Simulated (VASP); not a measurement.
As:

```
As
1.0
     1.87975    1.08527    3.48577
    -1.87975    1.08527    3.48577
     0.00000   -2.17055    3.48577
As
2
Direct
  0.22754 0.22754 0.22754
  0.77246 0.77246 0.77246
```

Base run:

```yaml
Program: VASP 6.6.1
Functional: PBE
Potentials_or_basis: VASP PAW PBE potentials, release 64 (As)
Cutoff: 520 eV
k_mesh: 6 × 6 × 6
Occupations: gaussian, width 0.1 eV
Spin: no spin polarisation
```

Its results: band gap on the k mesh zero (band 5 reaches 5.59 eV, above the bottom of band 6 at 5.25 eV); pressure 3.8 GPa; largest force 0.163 eV/Å.

Task: The run is repeated on the same cell with these changes: functional from PBE to BLYP. What comes out?

Result: Band gap on the k mesh zero (band 5 reaches 5.98 eV, above the bottom of band 6 at 5.78 eV); pressure 9.4 GPa; largest force 0.182 eV/Å.

BLYP binds less tightly than PBE, so the same cell stands under more pressure.

Caveats: the PAW data sets were made with another functional, which shifts forces and pressure a little (some runs).
